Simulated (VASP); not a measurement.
BAs:

```
B As
1.0
     0.00000    2.39187    2.39187
     2.39187    0.00000    2.39187
     2.39187    2.39187    0.00000
B As
1 1
Direct
  0.00000 0.00000 0.00000
  0.25000 0.25000 0.25000
```

Program: VASP 6.6.1. Alike in all runs: potentials or basis VASP PAW PBE potentials, release 64 (B, As); no spin polarisation; cell as given; cutoff (eV) 520.

Order these runs on this cell by their band gap on the k mesh, lowest first.
A. level PBE; k mesh 10 × 10 × 10; smearing fermi-dirac 0.02 eV
B. level r2SCAN; k mesh 8 × 8 × 8; smearing gaussian 0.01 eV
C. level HSE06; k mesh 6 × 6 × 6; smearing gaussian 0.01 eV; grid for exact exchange (PRECFOCK) Normal; screening parameter 0.2079 1/Å

A (1.18 eV), B (1.39 eV), C (1.95 eV).

A k mesh can miss the band edges.
